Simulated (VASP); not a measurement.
Set up this calculation in VASP 6.6.1, as the native input.

| Quantity | Value |
| --- | --- |
| Task | single point |
| Functional | PBE |
| Potentials or basis | VASP PAW PBE potentials, release 64 (Mg, F) |
| Cutoff | 600 eV |
| k mesh | 7 × 7 × 10 |
| Occupations | fermi-dirac, width 0.1 eV |
| Spin | no spin polarisation |
| Dipole correction | no |
| Further INCAR settings | ALGO = Normal; EDIFF = 1e-06; NBANDS = 25 |

The structure of MgF2 (rutile type) lies in POSCAR:

```
MgF2
1.0
    4.1843192357      0.0000000000      0.0000000000
    0.0000000000      4.1843192357      0.0000000000
    0.0000000000      0.0000000000      2.8067688331
Mg F
2 4
Direct
    0.0000000000      0.0000000000      0.0000000000
    0.5000000000      0.5000000000      0.5000000000
    0.3006103903      0.3006103903      0.0000000000
    0.6993896097      0.6993896097      0.0000000000
    0.8006103903      0.1993896097      0.5000000000
    0.1993896097      0.8006103903      0.5000000000
```

One way to write it, as run:

INCAR

```
SYSTEM = MgF2
PREC = Accurate
ENCUT = 600
EDIFF = 1E-6
ISMEAR = -1
SIGMA = 0.1
LREAL = .False.
LASPH = .True.
NELM = 120
ALGO = Normal
ISIF = 2
LWAVE = .False.
LCHARG = .True.
GGA = PE
LELF = .True.
LVHAR = .True.
NBANDS = 25
GGA_COMPAT = .False.
```

KPOINTS

```
Automatic mesh
0
Gamma
  7 7 10
  0 0 0
```

Potentials or basis: VASP PAW PBE potentials, release 64 (Mg, F).

Command:

```bash
$ cat potpaw_PBE.64/Mg/POTCAR potpaw_PBE.64/F/POTCAR > POTCAR
$ mpirun -np 1 vasp_std > vasp.out
```

It gave:

```
Pressure               : 61.0 GPa
Largest force          : 0.012 eV/Å
Band gap on the k mesh : 9.28 eV
```

Caveat: the cell stands under pressure; an odd mesh through Γ misses points on the zone boundary, where band edges can lie.

Run time: 2.4 min on 1 thread of Intel Xeon 8259CL (shared host), peak memory 0.22 GiB.
